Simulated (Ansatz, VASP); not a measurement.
**CdSe: VASP beside Ansatz**

```
Cd Se
1.0
     0.00000    2.62062    2.62062
     2.62062    0.00000    2.62062
     2.62062    2.62062    0.00000
Cd Se
1 1
Direct
  0.00000 0.00000 0.00000
  0.25000 0.25000 0.25000
```

Change from the starting cell: volume scaled by 0.64, LAPW.

Alike in both runs: task single point; functional PBEsol; k mesh 11 × 11 × 11; occupations fermi-dirac, width 0.08 eV; no spin polarisation.

```csv
,VASP,Ansatz
version,VASP 6.6.1,Ansatz 0.2.0
potentials or method,"VASP PAW PBE potentials, release 64 (Cd, Se), cutoff 520 eV","all-electron LAPW, scalar-relativistic"
```

```csv
,VASP,Ansatz,Ansatz less VASP
pressure (GPa),68.3,66.1,-2.18
```

VASP's potentials were made for PBE, not for PBEsol. Both programs put the cell under a high pressure, so it lies far from rest at this level. Ansatz ran all-electron here, and VASP with PAW potentials.

Noted on VASP's run: the cell as given lies far from equilibrium.
